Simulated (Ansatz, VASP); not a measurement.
# Be: VASP beside Ansatz

```
CELL_PARAMETERS angstrom
0.00000 1.57925 1.57925
1.57925 0.00000 1.57925
1.57925 1.57925 0.00000
ATOMIC_POSITIONS crystal
Be 0.00000 0.00000 0.00000
```

Alike in both runs: functional r2SCAN; k mesh 22 × 22 × 22; occupations gaussian, width 0.1 eV; no spin polarisation.

Ansatz relaxed the structure, and its values are those at the end. VASP's run is a single point on that final structure, the one shown.

|  | VASP | Ansatz |
| --- | --- | --- |
| version | VASP 6.6.1 | Ansatz 0.2.0 |
| potentials or method | VASP PAW PBE potentials, release 64 (Be), cutoff 520 eV | scalar-relativistic, plane waves, PAW |
| valence electrons in the cell | 2 | 2 |

Ansatz gave:

```
gap on the k mesh at the Fermi level (eV) : none
pressure (GPa)                            : 0.0
```

Q: Which values does VASP return?

A: gap on the k mesh at the Fermi level (eV): none; pressure (GPa): 0.2.

VASP's potentials were made for PBE, not for r2SCAN. A gap of «none» marks a metal or a gap that the smearing closes. With one functional, cell and mesh, what is left measures potentials, basis and numerics.
